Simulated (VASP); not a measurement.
Rh: single point with PBE

Crystal: Rh.

```
Rh
1.0
     2.64342    0.00000    0.00000
    -1.32171    2.28927    0.00000
     0.00000    0.00000    4.79913
Rh
2
Direct
  0.66667 0.33333 0.75000
  0.33333 0.66667 0.25000
```

This isn't the form of Rh at room conditions, which is fcc.

```yaml
Program: VASP 6.6.1
Task: single point
Functional: PBE
Potentials_or_basis: VASP PAW PBE potentials, release 64 (Rh_pv)
Cutoff: 520 eV
k_mesh: 21 × 21 × 12
Occupations: gaussian, width 0.15 eV
Spin: no spin polarisation
```

```yaml
Pressure: -3.4 GPa
Band_gap_on_the_k_mesh: zero (bands 15 and 16 overlap by 2.46 eV)
```

Stress tensor (GPa, compression positive):
```
  5.96   0.00   0.00
  0.00   5.96   0.00
  0.00   0.00 -22.20
```

Levels at points of the mesh, in eV from the Fermi level:
| k point | band 12 | band 13 | band 14 | band 15 | band 16 | band 17 | band 18 | band 19 |
| --- | --- | --- | --- | --- | --- | --- | --- | --- |
| (0.00, 0.00, 0.00) | -2.43 | -2.43 | -0.95 | -0.95 | -0.11 | 0.28 | 0.28 | 6.57 |
| (0.00, 0.00, 0.50) | -2.69 | -2.69 | -2.69 | -0.19 | -0.19 | -0.19 | -0.19 | 12.60 |

Run time: 71 s on 1 thread of Intel(R) Xeon(R) 6975P-C (Granite Rapids) (shared host), peak memory 0.26 GiB.

Caveat: the cell stands under tension.
